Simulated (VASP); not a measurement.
Set up this calculation in VASP 6.6.1, as the native input.

* Task: single point
* Functional: PBE
* Potentials or basis: VASP PAW PBE potentials, release 64 (K_sv, I)
* Cutoff: 520 eV
* k mesh: 6 × 6 × 6
* Occupations: gaussian, width 0.05 eV
* Spin: no spin polarisation
* Dipole correction: no
* Further INCAR settings: ALGO = Normal; EDIFF = 1e-06; NBANDS = 15

The structure of KI lies in POSCAR:

```
KI
1.0
    0.0000000000      3.7308188998      3.5873258652
    3.7308188998      0.0000000000      3.5873258652
    3.7308188998      3.7308188998      0.0000000000
K I
1 1
Direct
   -0.0711393416     -0.0711393416      0.0711393416
    0.5219174889      0.5219174889      0.4780825111
```

These files were run (other wordings do the same):

INCAR

```
SYSTEM = KI
ALGO     = Normal         ! electronic algorithm
EDIFF    = 1E-6           ! SCF threshold, eV
ENCUT    = 520            ! plane-wave cutoff, eV
GGA      = PE             ! functional
ISIF     = 2              ! what is computed and relaxed
ISMEAR   = 0              ! smearing method
LASPH    = .TRUE.         ! aspherical terms in the spheres
LCHARG   = .FALSE.        ! write CHGCAR
LREAL    = .FALSE.        ! projectors in reciprocal space
LWAVE    = .FALSE.        ! write WAVECAR
NBANDS   = 15             ! bands
NELM     = 60             ! most SCF steps
PREC     = Accurate       ! precision mode
SIGMA    = 0.05           ! smearing width, eV
```

KPOINTS

```
k-points
0
G
  6 6 6
  0 0 0
```

Potentials or basis: VASP PAW PBE potentials, release 64 (K_sv, I).

Launch:

```console
$ cat potpaw_PBE.64/K_sv/POTCAR potpaw_PBE.64/I/POTCAR > POTCAR
$ mpirun -np 1 vasp_std > vasp.out
```

It gave:

```json
{"Pressure": "1.4 GPa", "Largest force": "1.478 eV/Å", "Band gap on the k mesh": "3.75 eV, direct"}
```

Caveat: spin-orbit coupling is left out, which moves the levels of the heavy elements; forces of over 1 eV/Å act on the atoms, so gaps and moduli don't describe the material at rest.

Run time: 110 s on 1 thread of AMD EPYC 7R13, on a shared host, peak memory 0.23 GiB.
